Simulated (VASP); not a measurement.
# TiAl (P-6m2) in VASP: a series of runs, part 2 of 2

VASP 6.6.1. The steps go on from the part before.

### Step 4. Single point, PBEsol (strain +0.015 along x and y, +0.015 along z)

INCAR

```
ALGO = Normal
EDIFF = 1E-6
ENCUT = 520
GGA = PS
ISIF = 2
ISMEAR = 0
LASPH = True
LCHARG = False
LREAL = False
LWAVE = False
NBANDS = 14
NELM = 60
PREC = Accurate
SIGMA = 0.15
```

KPOINTS

```
k-points
0
Gamma
  18 18 10
```

POSCAR

```
TiAl
1.0
    2.9102711662      0.0000000000      0.0000000000
   -1.4551355831      2.5203687618      0.0000000000
    0.0000000000      0.0000000000      4.7482542450
Ti Al
1 1
Direct
    0.0000000000      0.0000000000      0.0000000000
    0.3333333333      0.6666666667      0.5000000000
```

Potentials or basis: VASP PAW PBE potentials, release 64 (Ti_sv, Al).

Started as:

```
$ cat potpaw_PBE.64/Ti_sv/POTCAR potpaw_PBE.64/Al/POTCAR > POTCAR
$ mpirun -np 1 vasp_std > vasp.out
```

OUTCAR:

```text
EDIFF = 1E-6
   ENCUT = 520
   GGA = PS
   ISIF = 2
   ISMEAR = 0
   LASPH = True
   LREAL = False
   NELM = 60
   PREC = Accurate

 ion  position               nearest neighbor table
   1  0.000  0.000  0.000-   2 2.91   2 2.91   2 2.91   2 2.91   2 2.91   2 2.91
   2  0.333  0.667  0.500-   1 2.91   1 2.91   1 2.91   1 2.91   1 2.91   1 2.91

  LATTYP: Found a hexagonal cell.
 ALAT       =     2.9102711662
 C/A-ratio  =     1.6315504549

  Lattice vectors:

 A1 = (   2.9102711662,   0.0000000000,   0.0000000000)
 A2 = (  -1.4551355831,   2.5203687618,   0.0000000000)
 A3 = (   0.0000000000,   0.0000000000,   4.7482542450)

Analysis of symmetry for initial positions (statically):
=====================================================================
 Subroutine PRICEL returns:
 Original cell was already a primitive cell.

 Routine SETGRP: Setting up the symmetry group for a
 hexagonal supercell.

 Subroutine GETGRP returns: Found 12 space group operations
 (whereof 12 operations were pure point group operations)
 out of a pool of 24 trial point group operations.

The static configuration has the point symmetry D_3h.

Analysis of symmetry for dynamics (positions and initial velocities):
=====================================================================
 Subroutine PRICEL returns:
 Original cell was already a primitive cell.

 Routine SETGRP: Setting up the symmetry group for a
 hexagonal supercell.

 Subroutine GETGRP returns: Found 12 space group operations
 (whereof 12 operations were pure point group operations)
 out of a pool of 24 trial point group operations.

The dynamic configuration has the point symmetry D_3h.

 Subroutine INISYM returns: Found 12 space group operations
 (whereof 12 operations are pure point group operations),
 and found     1 'primitive' translations

----------------------------------------------------------------------------------------

                                     Primitive cell

  volume of cell :      34.8282

  direct lattice vectors                    reciprocal lattice vectors
     2.910271166  0.000000000  0.000000000     0.343610593  0.198383668  0.000000000
    -1.455135583  2.520368762  0.000000000     0.000000000  0.396767336  0.000000000
     0.000000000  0.000000000  4.748254245     0.000000000  0.000000000  0.210603718

  length of vectors
     2.910271166  2.910271166  4.748254245     0.396767336  0.396767336  0.210603718

  position of ions in fractional coordinates (direct lattice)
     0.000000000  0.000000000  0.000000000
     0.333333333  0.666666667  0.500000000

  ion indices of the primitive-cell ions
   primitive index   ion index
                 1           1
                 2           2

----------------------------------------------------------------------------------------

 KPOINTS: k-points

Automatic generation of k-mesh.
 Grid dimensions read from file:
 generate k-points for:   18   18   10

 Generating k-lattice:

  Cartesian coordinates                     Fractional coordinates (reciprocal lattice)
     0.019089477  0.011021315  0.000000000     0.055555556  0.000000000  0.000000000
     0.000000000  0.022042630  0.000000000     0.000000000  0.055555556  0.000000000
     0.000000000  0.000000000  0.021060372     0.000000000  0.000000000  0.100000000

  Length of vectors
     0.022042630  0.022042630  0.021060372

  Shift w.r.t. Gamma in fractional coordinates (k-lattice)
     0.000000000  0.000000000  0.000000000

 Subroutine IBZKPT returns following result:
 ===========================================

 Found    222 irreducible k-points:

 Following reciprocal coordinates:
            Coordinates               Weight
  0.000000  0.000000  0.000000      1.000000
  0.055556  0.000000  0.000000      6.000000
  0.111111  0.000000  0.000000      6.000000
  0.166667  0.000000  0.000000      6.000000
  0.222222  0.000000  0.000000      6.000000
  0.277778 -0.000000  0.000000      6.000000
[... 16 lines left out ...]
  0.333333  0.111111  0.000000     12.000000
  0.388889  0.111111  0.000000     12.000000
 [... further k-points ...]
   k-points           NKPTS =    222   k-points in BZ     NKDIM =    222   number of bands    NBANDS=     14
   number of dos      NEDOS =    301   number of ions     NIONS =      2
   total plane-waves  NPLWV =  20736
   dimension x,y,z NGX =    24 NGY =   24 NGZ =   36
   dimension x,y,z NGXF=    48 NGYF=   48 NGZF=   72
   ions per type =               1   1
   NGX,Y,Z   is equivalent  to a cutoff of  13.71, 13.71, 12.60 a.u.
   NGXF,Y,Z  is equivalent  to a cutoff of  27.42, 27.42, 25.21 a.u.
 SYSTEM =  unknown system
   PREC   = accura    normal or accurate (medium, high low for compatibility)
   ISTART =      0    job   : 0-new  1-cont  2-samecut
   ICHARG =      2    charge: 1-file 2-atom 10-const
   ISPIN  =      1    spin polarized calculation?
   LNONCOLLINEAR =      F non collinear calculations
   LSORBIT =      F    spin-orbit coupling
   LASPH  =      T    aspherical Exc in radial PAW
   ENCUT  =  520.0 eV  38.22 Ry    6.18 a.u.   5.41  5.41  8.83*2*pi/ulx,y,z
   NELM   =     60;   NELMIN=  2; NELMDL= -5     # of ELM steps
   EDIFF  = 0.1E-05   stopping-criterion for ELM
   LREAL  =      F    real-space projection
   EDIFFG = 0.1E-04   stopping-criterion for IOM
   NSW    =      0    number of steps for IOM
   IBRION =     -1    ionic relax: 0-MD 1-quasi-New 2-CG
   NFREE  =      0    steps in history (QN), initial steepest desc. (CG)
   ISIF   =      2    stress and relaxation
   ISYM   =      2    0-nonsym 1-usesym 2-fastsym
   POTIM  = 0.5000    time-step for ionic-motion
   TEBEG  =    0.0;   TEEND  =   0.0 temperature during run
   PSTRESS=    0.0 pullay stress
   NELECT =      15.0000    total number of electrons
   NUPDOWN=      -1.0000    fix difference up-down
   EMIN   =  10.00;   EMAX   =-10.00  energy-range for DOS
   EFERMI =   0.00;   METHOD = LEGACY
   ISMEAR =     0;   SIGMA  =   0.15  broadening in eV -4-tet -1-fermi 0-gaus
   EFERMI_NEDOS =   21; number of points for ismear=-14 and -15
   IALGO  =     38    algorithm
   IMIX   =      4    mixing-type and parameters
     AMIX     =   0.40;   BMIX     =  1.00
     AMIX_MAG =   1.60;   BMIX_MAG =  1.00
  volume/ion in A,a.u.               =      17.41       117.52
  Fermi-wavevector in a.u.,A,eV,Ry     =   1.236312  2.336291 20.796061  1.528467
  Thomas-Fermi vector in A             =   2.370926
   LORBIT       =      0    0 simple, 1 ext, 2 COOP (PROOUT), +10 PAW based schemes
   GGA     = PS    functional components
   LHFCALC =     F    Hartree Fock is set to
   AEXX    =    0.0000 exact exchange contribution
   IVDW    =     0    specifies the selected vdW correction
   LEPSILON=     F    determine dielectric tensor
   LRPA    =     F    only Hartree local field effects (RPA)
 non-spin polarized calculation
 Gauss-broadening in eV      SIGMA  =   0.15
  energy-cutoff  :      520.00
  volume of cell :       34.83
 maximum number of plane-waves:       966
 NGX is ok and might be reduce to    24
   NGX = 11   NGY = 11   NGZ = 17

 number of electron      14.9999996 magnetization

 Free energy of the ion-electron system (eV)
  ---------------------------------------------------
  ext. energy  EPLUGINS =         0.00000000
  ---------------------------------------------------
  free energy    TOTEN  =       -12.89223791 eV

  energy without entropy =      -12.86324487  energy(sigma->0) =      -12.87774139

 E-fermi :   7.3290     XC(G=0): -10.8437

 val. band max:        7.3273647315   @ k =   0.3333   0.3333   0.4000
 cond. band min:       7.3310224568   @ k =   0.2222   0.0000   0.4000
 fundamental gap:      0.0036577254
 Fermi energy:         7.3290410383

 k-point     1 :       0.0000    0.0000    0.0000
  band No.  band energies     occupation
      1     -49.0673      2.00000
      2     -25.4816      2.00000
      3     -25.1009      2.00000
      4     -25.1009      2.00000
      5      -1.3770      2.00000
      6       5.0733      2.00000
      7       5.5322      2.00000
      8       8.5498      0.00000
      9       8.5498      0.00000
     10       9.9386      0.00000
     11       9.9386      0.00000
     12      11.0023      0.00000
     13      19.8359      0.00000
     14      19.8359      0.00000
[... 375 lines left out ...]
 k-point    24 :       0.3889    0.1111    0.0000
  band No.  band energies     occupation
      1     -48.9867      2.00000
      2     -25.5722      2.00000
      3     -25.4010      2.00000
      4     -25.2511      2.00000
      5       3.2160      2.00000
      6       5.4094      2.00000
      7       6.0130      2.00000
      8       6.6141      2.00000
      9       8.8450      0.00000
     10      10.2436      0.00000
     11      11.1329      0.00000
     12      11.7959      0.00000
     13      12.6356      0.00000
     14      13.4499      0.00000

 [... further k-points ...]
[... 5 lines left out ...]
  --------------------------------------------------------------------------------------
  -------------------------------------------------------------------------------------
  Total       -1.3720722     -1.3720722     -1.7838813      0.0000000      0.0000000     -0.0000000
  in kB      -63.1184071    -63.1184071    -82.0625536      0.0000000      0.0000000     -0.0000000
  external PRESSURE =     -69.4331226 kB  Pullay stress =       0.0000000 kB

 VOLUME and BASIS-vectors are now :
 -----------------------------------------------------------------------------
  energy-cutoff  :      520.00
  volume of cell :       34.83
      direct lattice vectors                 reciprocal lattice vectors
     2.910271166  0.000000000  0.000000000     0.343610593  0.198383668  0.000000000
    -1.455135583  2.520368762  0.000000000     0.000000000  0.396767336  0.000000000
     0.000000000  0.000000000  4.748254245     0.000000000  0.000000000  0.210603718

 POSITION                                       TOTAL-FORCE (eV/Angst)
 -----------------------------------------------------------------------------------
      0.00000      0.00000      0.00000         0.000000     -0.000000      0.000000
     -0.00000      1.68025      2.37413        -0.000000      0.000000      0.000000
 -----------------------------------------------------------------------------------
    total drift:                                0.000000     -0.000000      0.000000

  FREE ENERGIE OF THE ION-ELECTRON SYSTEM (eV)
  ---------------------------------------------------
  free  energy   TOTEN  =       -12.8922379080 eV

  energy  without entropy=      -12.8632448720  energy(sigma->0) =      -12.87774139
```

OSZICAR:

```text
N       E                     dE             d eps       ncg     rms          rms(c)
DAV:   1     0.985411070790E+02    0.98541E+02   -0.70906E+03  6222   0.107E+03
DAV:   2    -0.869275444533E+01   -0.10723E+03   -0.10312E+03  6462   0.295E+02
DAV:   3    -0.144296329998E+02   -0.57369E+01   -0.55994E+01  9554   0.656E+01
DAV:   4    -0.146045609348E+02   -0.17493E+00   -0.17464E+00  7120   0.102E+01
DAV:   5    -0.146104993858E+02   -0.59385E-02   -0.59379E-02  9438   0.176E+00    0.923E+00
DAV:   6    -0.132527493697E+02    0.13578E+01   -0.67811E+00  7060   0.311E+01    0.387E+00
DAV:   7    -0.129314763487E+02    0.32127E+00   -0.89371E-01  6834   0.106E+01    0.190E+00
DAV:   8    -0.128988943475E+02    0.32582E-01   -0.19636E-01  7062   0.496E+00    0.890E-01
DAV:   9    -0.128966443486E+02    0.22500E-02   -0.66410E-02  6788   0.358E+00    0.485E-01
DAV:  10    -0.128921659491E+02    0.44784E-02   -0.10730E-02  6948   0.130E+00    0.648E-02
DAV:  11    -0.128922576522E+02   -0.91703E-04   -0.10263E-03  8556   0.300E-01    0.651E-02
DAV:  12    -0.128922491509E+02    0.85014E-05   -0.42550E-05  6980   0.616E-02    0.413E-02
DAV:  13    -0.128922384465E+02    0.10704E-04   -0.18985E-05  7194   0.524E-02    0.149E-02
DAV:  14    -0.128922379080E+02    0.53856E-06   -0.23023E-06  6694   0.140E-02
   1 F= -.12892238E+02 E0= -.12877741E+02  d E =-.289930E-01
```

It took 43 s on 1 thread of Intel Xeon Platinum 8488C (Sapphire Rapids), shared host; peak memory 0.24 GiB.

Results:

```
Free energy : -12.8922 eV
Pressure    : -6.9 GPa
```

Caveat: the cell differs from its parent crystal (strain +0.015 along x and y, +0.015 along z); the PAW data sets were made with another functional, which shifts forces and pressure a little.

### Step 5. Summary

| cell | gap on the mesh (eV) | pressure (GPa) |
| --- | --- | --- |
| a = 2.910, b = 2.910, c = 4.678 Å, angles 90.0, 90.0, 120.0°, 2 atoms | none | -5.5 |
| a = 2.953, b = 2.953, c = 4.608 Å, angles 90.0, 90.0, 120.0°, 2 atoms | none | -6.4 |
| a = 2.910, b = 2.910, c = 4.748 Å, angles 90.0, 90.0, 120.0°, 2 atoms | none | -6.9 |

Alike in all rows: task single point; level PBEsol; potentials or basis VASP PAW PBE potentials, release 64 (Ti_sv, Al); no spin polarisation; k mesh 18 × 18 × 10; cutoff (eV) 520; smearing gaussian 0.15 eV.

Caveats: the PAW data sets were made with another functional, which shifts forces and pressure a little.

Total energies depend on the potentials used, so only differences within one code and one set of settings carry meaning.
